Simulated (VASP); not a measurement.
# CaO (Imm2) in VASP: single point with r2SCAN

Aim: the single point of CaO with r2SCAN.

All numbers are computed with VASP 6.6.1; they aren't measurements. Logs are shortened: lines on timing, memory, paths and dates and some standing lists are left out, and cuts for length are marked.

### Step 1. The cell of the first run

Symmetry: Imm2, No. 44, orthorhombic system. Conventional cell: a = 3.649 Å, b = 3.723 Å, c = 5.213 Å, α = 90.00°, β = 90.00°, γ = 90.00°. Ca (site symmetry mm2) has 4 O at 2.24 to 2.27 Å within 3.0 Å. O (site symmetry mm2) has 4 Ca at 2.24 to 2.27 Å within 3.0 Å.

### Step 2. Single point, r2SCAN

POSCAR reads:

```
CaO
1.0
   -0.0260643873      2.6064387314      2.6064387314
    2.6064387314     -0.0260643873      2.6064387314
    2.5803743441      2.5803743441      0.0000000000
Ca O
1 1
Direct
    0.0000000000      0.0000000000      0.0000000000
    0.2500000000      0.2500000000      0.2500000000
```

INCAR.step1 reads:

```
SYSTEM = CaO
PREC = Accurate
ENCUT = 520
ISMEAR = 0
SIGMA = 0.05
LREAL = .FALSE.
LASPH = .TRUE.
NELM = 60
NBANDS = 15
GGA = PE
ALGO = Normal
EDIFF = 1E-4
LWAVE = .TRUE.
LCHARG = .FALSE.
```

INCAR.step2 reads:

```
SYSTEM = CaO
PREC = Accurate
ENCUT = 520
EDIFF = 1E-6
ISMEAR = 0
SIGMA = 0.05
LREAL = .FALSE.
LASPH = .TRUE.
NELM = 60
ALGO = Normal
ISIF = 2
LWAVE = .FALSE.
LCHARG = .FALSE.
METAGGA = R2SCAN
LMIXTAU = .TRUE.
NBANDS = 15
ISTART = 1
```

KPOINTS reads:

```
regular mesh
0
G
  8 8 8
  0 0 0
```

Potentials or basis: VASP PAW PBE potentials, release 64 (Ca_sv, O).

Launch:

```console
$ cat potpaw_PBE.64/Ca_sv/POTCAR potpaw_PBE.64/O/POTCAR > POTCAR
$ cp INCAR.step1 INCAR
$ mpirun -np 1 vasp_std > vasp.out
$ cp INCAR.step2 INCAR
$ mpirun -np 1 vasp_std > vasp.out
```

OUTCAR:

```text
SYSTEM = CaO
   PREC = Accurate
   ENCUT = 520
   EDIFF = 1E-6
   ISMEAR = 0
   LREAL = .FALSE.
   LASPH = .TRUE.
   NELM = 60
   ISIF = 2
   METAGGA = R2SCAN
   ISTART = 1

 ion  position               nearest neighbor table
   1  0.000  0.000  0.000-   2 2.24   2 2.24   2 2.27   2 2.27
   2  0.250  0.250  0.250-   1 2.24   1 2.24   1 2.27   1 2.27

  LATTYP: Found a body centered orthorhombic cell.
 ALAT       =     3.6492003934
 B/A-ratio  =     1.0202020202
 C/A-ratio  =     1.4284985478

  Lattice vectors:

 A1 = (   0.0260643873,  -2.6064387314,  -2.6064387314)
 A2 = (  -0.0260643873,   2.6064387314,  -2.6064387314)
 A3 = (   2.6064387314,  -0.0260643873,   2.6064387314)

Analysis of symmetry for initial positions (statically):
=====================================================================
 Subroutine PRICEL returns:
 Original cell was already a primitive cell.

 Routine SETGRP: Setting up the symmetry group for a
 body centered orthorhombic supercell.

 Subroutine GETGRP returns: Found  4 space group operations
 (whereof  4 operations were pure point group operations)
 out of a pool of  8 trial point group operations.

The static configuration has the point symmetry C_2v.

Analysis of symmetry for dynamics (positions and initial velocities):
=====================================================================
 Subroutine PRICEL returns:
 Original cell was already a primitive cell.

 Routine SETGRP: Setting up the symmetry group for a
 body centered orthorhombic supercell.

 Subroutine GETGRP returns: Found  4 space group operations
 (whereof  4 operations were pure point group operations)
 out of a pool of  8 trial point group operations.

The dynamic configuration has the point symmetry C_2v.

 Subroutine INISYM returns: Found  4 space group operations
 (whereof  4 operations are pure point group operations),
 and found     1 'primitive' translations

----------------------------------------------------------------------------------------

                                     Primitive cell

  volume of cell :      35.4103

  direct lattice vectors                    reciprocal lattice vectors
    -0.026064387  2.606438731  2.606438731    -0.189933298  0.189933298  0.191832631
     2.606438731 -0.026064387  2.606438731     0.189933298 -0.189933298  0.191832631
     2.580374344  2.580374344  0.000000000     0.193770335  0.193770335 -0.191832631

  length of vectors
     3.686153154  3.686153154  3.649200393     0.330074346  0.330074346  0.334505073

  position of ions in fractional coordinates (direct lattice)
     0.000000000  0.000000000  0.000000000
     0.250000000  0.250000000  0.250000000

  ion indices of the primitive-cell ions
   primitive index   ion index
                 1           1
                 2           2

----------------------------------------------------------------------------------------

 KPOINTS: regular mesh

Automatic generation of k-mesh.
 Grid dimensions read from file:
 generate k-points for:    8    8    8

 Generating k-lattice:

  Cartesian coordinates                     Fractional coordinates (reciprocal lattice)
    -0.023741662  0.023741662  0.023979079     0.125000000  0.000000000  0.000000000
     0.023741662 -0.023741662  0.023979079     0.000000000  0.125000000  0.000000000
     0.024221292  0.024221292 -0.023979079     0.000000000  0.000000000  0.125000000

  Length of vectors
     0.041259293  0.041259293  0.041813134

  Shift w.r.t. Gamma in fractional coordinates (k-lattice)
     0.000000000  0.000000000  0.000000000

 Subroutine IBZKPT returns following result:
 ===========================================

 Found     95 irreducible k-points:

 Following reciprocal coordinates:
            Coordinates               Weight
  0.000000  0.000000  0.000000      1.000000
  0.125000  0.000000  0.000000      4.000000
  0.250000  0.000000  0.000000      4.000000
  0.375000  0.000000  0.000000      4.000000
  0.500000  0.000000  0.000000      2.000000
  0.125000  0.125000  0.000000      2.000000
[... 16 lines left out ...]
  0.125000  0.000000  0.125000      4.000000
  0.250000  0.000000  0.125000      8.000000
 [... further k-points ...]
   k-points           NKPTS =     95   k-points in BZ     NKDIM =     95   number of bands    NBANDS=     15
   number of dos      NEDOS =    301   number of ions     NIONS =      2
   total plane-waves  NPLWV =  21952
   dimension x,y,z NGX =    28 NGY =   28 NGZ =   28
   dimension x,y,z NGXF=    56 NGYF=   56 NGZF=   56
   ions per type =               1   1
   NGX,Y,Z   is equivalent  to a cutoff of  12.63, 12.63, 12.76 a.u.
   NGXF,Y,Z  is equivalent  to a cutoff of  25.26, 25.26, 25.51 a.u.
 SYSTEM =  CaO
   PREC   = accura    normal or accurate (medium, high low for compatibility)
   ISTART =      1    job   : 0-new  1-cont  2-samecut
   ICHARG =      0    charge: 1-file 2-atom 10-const
   ISPIN  =      1    spin polarized calculation?
   LNONCOLLINEAR =      F non collinear calculations
   LSORBIT =      F    spin-orbit coupling
   LASPH  =      T    aspherical Exc in radial PAW
   ENCUT  =  520.0 eV  38.22 Ry    6.18 a.u.   6.85  6.85  6.79*2*pi/ulx,y,z
   NELM   =     60;   NELMIN=  2; NELMDL=  0     # of ELM steps
   EDIFF  = 0.1E-05   stopping-criterion for ELM
   LREAL  =      F    real-space projection
   EDIFFG = 0.1E-04   stopping-criterion for IOM
   NSW    =      0    number of steps for IOM
   IBRION =     -1    ionic relax: 0-MD 1-quasi-New 2-CG
   NFREE  =      0    steps in history (QN), initial steepest desc. (CG)
   ISIF   =      2    stress and relaxation
   ISYM   =      2    0-nonsym 1-usesym 2-fastsym
   POTIM  = 0.5000    time-step for ionic-motion
   TEBEG  =    0.0;   TEEND  =   0.0 temperature during run
   PSTRESS=    0.0 pullay stress
   NELECT =      16.0000    total number of electrons
   NUPDOWN=      -1.0000    fix difference up-down
   EMIN   =  10.00;   EMAX   =-10.00  energy-range for DOS
   EFERMI =   0.00;   METHOD = LEGACY
   ISMEAR =     0;   SIGMA  =   0.05  broadening in eV -4-tet -1-fermi 0-gaus
   EFERMI_NEDOS =   21; number of points for ismear=-14 and -15
   IALGO  =     38    algorithm
   IMIX   =      4    mixing-type and parameters
     AMIX     =   0.40;   BMIX     =  1.00
     AMIX_MAG =   1.60;   BMIX_MAG =  1.00
  volume/ion in A,a.u.               =      17.71       119.48
  Fermi-wavevector in a.u.,A,eV,Ry     =   1.256238  2.373945 21.471801  1.578133
  Thomas-Fermi vector in A             =   2.389955
   LORBIT       =      0    0 simple, 1 ext, 2 COOP (PROOUT), +10 PAW based schemes
   METAGGA = R2SCAN    functional components
   LHFCALC =     F    Hartree Fock is set to
   AEXX    =    0.0000 exact exchange contribution
   IVDW    =     0    specifies the selected vdW correction
   LEPSILON=     F    determine dielectric tensor
   LRPA    =     F    only Hartree local field effects (RPA)
 non-spin polarized calculation
 Gauss-broadening in eV      SIGMA  =   0.05
  energy-cutoff  :      520.00
  volume of cell :       35.41
 maximum number of plane-waves:       967
   NGX = 13   NGY = 13   NGZ = 13

 number of electron      15.9999999 magnetization

 Free energy of the ion-electron system (eV)
  ---------------------------------------------------
  ext. energy  EPLUGINS =         0.00000000
  ---------------------------------------------------
  free energy    TOTEN  =       -18.93723729 eV

  energy without entropy =      -18.93723729  energy(sigma->0) =      -18.93723729

 E-fermi :   0.5097     XC(G=0):  -9.5828

 val. band max:        0.1636856494   @ k =   0.5000   0.5000   0.0000
 cond. band min:       3.8830247036   @ k =   0.0000   0.0000   0.0000
 fundamental gap:      3.7193390543
 Fermi energy:         0.5096859196

 k-point     1 :       0.0000    0.0000    0.0000
  band No.  band energies     occupation
      1     -38.4088      2.00000
      2     -18.4703      2.00000
      3     -18.4700      2.00000
      4     -18.4667      2.00000
      5     -15.6033      2.00000
      6      -0.5004      2.00000
      7      -0.4780      2.00000
      8      -0.4535      2.00000
      9       3.8830      0.00000
     10       8.8038      0.00000
     11       8.8070      0.00000
     12      10.3801      0.00000
     13      10.4367      0.00000
     14      10.4970      0.00000
     15      17.3117      0.00000

 k-point     2 :       0.1250    0.0000    0.0000
  band No.  band energies     occupation
      1     -38.4023      2.00000
      2     -18.6088      2.00000
      3     -18.4768      2.00000
      4     -18.4748      2.00000
      5     -15.4688      2.00000
      6      -0.6528      2.00000
      7      -0.4425      2.00000
      8      -0.4112      2.00000
      9       4.4216      0.00000
     10       8.6156      0.00000
     11       8.6426      0.00000
     12      10.1560      0.00000
     13      10.5801      0.00000
     14      10.6523      0.00000
     15      15.6592      0.00000

 k-point     3 :       0.2500    0.0000    0.0000
  band No.  band energies     occupation
      1     -38.3867      2.00000
      2     -18.8978      2.00000
      3     -18.4943      2.00000
      4     -18.4942      2.00000
      5     -15.1932      2.00000
      6      -0.8593      2.00000
      7      -0.3465      2.00000
      8      -0.3151      2.00000
      9       5.5565      0.00000
     10       8.4207      0.00000
     11       8.4838      0.00000
     12       9.6799      0.00000
     13      10.6609      0.00000
     14      10.7440      0.00000
     15      13.6836      0.00000

 k-point     4 :       0.3750    0.0000    0.0000
  band No.  band energies     occupation
      1     -38.3710      2.00000
      2     -19.1451      2.00000
      3     -18.5135      2.00000
      4     -18.5118      2.00000
      5     -14.9671      2.00000
      6      -0.8955      2.00000
      7      -0.2599      2.00000
      8      -0.2287      2.00000
      9       6.4672      0.00000
     10       8.4983      0.00000
     11       8.5922      0.00000
     12       9.2254      0.00000
     13      10.4128      0.00000
     14      10.5112      0.00000
     15      12.7207      0.00000
[... 307 lines left out ...]
 k-point    22 :       0.0000    0.0000    0.1250
  band No.  band energies     occupation
      1     -38.4018      2.00000
      2     -18.6125      2.00000
      3     -18.4782      2.00000
      4     -18.4772      2.00000
      5     -15.4636      2.00000
      6      -0.6272      2.00000
      7      -0.4557      2.00000
      8      -0.4245      2.00000
      9       4.4318      0.00000
     10       8.5969      0.00000
     11       8.6199      0.00000
     12      10.2263      0.00000
     13      10.5603      0.00000
     14      10.6336      0.00000
     15      15.8399      0.00000

 k-point    23 :       0.1250    0.0000    0.1250
  band No.  band energies     occupation
      1     -38.3998      2.00000
      2     -18.6358      2.00000
      3     -18.4897      2.00000
      4     -18.4893      2.00000
      5     -15.4220      2.00000
      6      -0.7277      2.00000
      7      -0.3978      2.00000
      8      -0.3954      2.00000
      9       4.6040      0.00000
     10       8.1287      0.00000
     11       8.9449      0.00000
     12      10.4322      0.00000
     13      10.4949      0.00000
     14      10.5388      0.00000
     15      16.3804      0.00000

 k-point    24 :       0.2500    0.0000    0.1250
  band No.  band energies     occupation
      1     -38.3874      2.00000
      2     -18.8525      2.00000
      3     -18.5132      2.00000
      4     -18.5106      2.00000
      5     -15.1999      2.00000
      6      -0.9060      2.00000
      7      -0.3221      2.00000
      8      -0.2960      2.00000
      9       5.5065      0.00000
     10       7.7007      0.00000
     11       8.9606      0.00000
     12      10.0213      0.00000
     13      10.5433      0.00000
     14      10.7985      0.00000
     15      14.6418      0.00000

 [... further k-points ...]
[... 5 lines left out ...]
  --------------------------------------------------------------------------------------
  -------------------------------------------------------------------------------------
  Total        0.2128518      0.2128518      0.2109112      0.2875670      0.0000000      0.0000000
  in kB        9.6307186      9.6307186      9.5429166     13.0112950      0.0000000      0.0000000
  external PRESSURE =       9.6014512 kB  Pullay stress =       0.0000000 kB

 VOLUME and BASIS-vectors are now :
 -----------------------------------------------------------------------------
  energy-cutoff  :      520.00
  volume of cell :       35.41
      direct lattice vectors                 reciprocal lattice vectors
    -0.026064387  2.606438731  2.606438731    -0.189933298  0.189933298  0.191832631
     2.606438731 -0.026064387  2.606438731     0.189933298 -0.189933298  0.191832631
     2.580374344  2.580374344  0.000000000     0.193770335  0.193770335 -0.191832631

 POSITION                                       TOTAL-FORCE (eV/Angst)
 -----------------------------------------------------------------------------------
      0.00000      0.00000      0.00000         0.000000      0.000000     -0.127438
      1.29019      1.29019      1.30322        -0.000000     -0.000000      0.127438
 -----------------------------------------------------------------------------------
    total drift:                               -0.000000     -0.000000      0.000916

  FREE ENERGIE OF THE ION-ELECTRON SYSTEM (eV)
  ---------------------------------------------------
  free  energy   TOTEN  =       -18.9372372946 eV

  energy  without entropy=      -18.9372372946  energy(sigma->0) =      -18.93723729
```

Wall time 5 min (1 thread of Oxide Virtual Turin-like, shared host); peak memory 0.17 GiB.

Results:

```
Free energy            : -18.9372 eV
Pressure               : 1.0 GPa
Largest force          : 0.127 eV/Å
Band gap on the k mesh : 3.72 eV (least direct gap 4.34 eV)
```

Forces in eV/Å, atoms in the order of the input:
```
Ca   0.000  0.000 -0.127
O    0.000  0.000  0.127
```

Stress tensor (GPa, compression positive):
```
0.96 1.30 0.00
1.30 0.96 0.00
0.00 0.00 0.95
```

Caveat: the PAW data sets were made with another functional, which shifts forces and pressure a little.
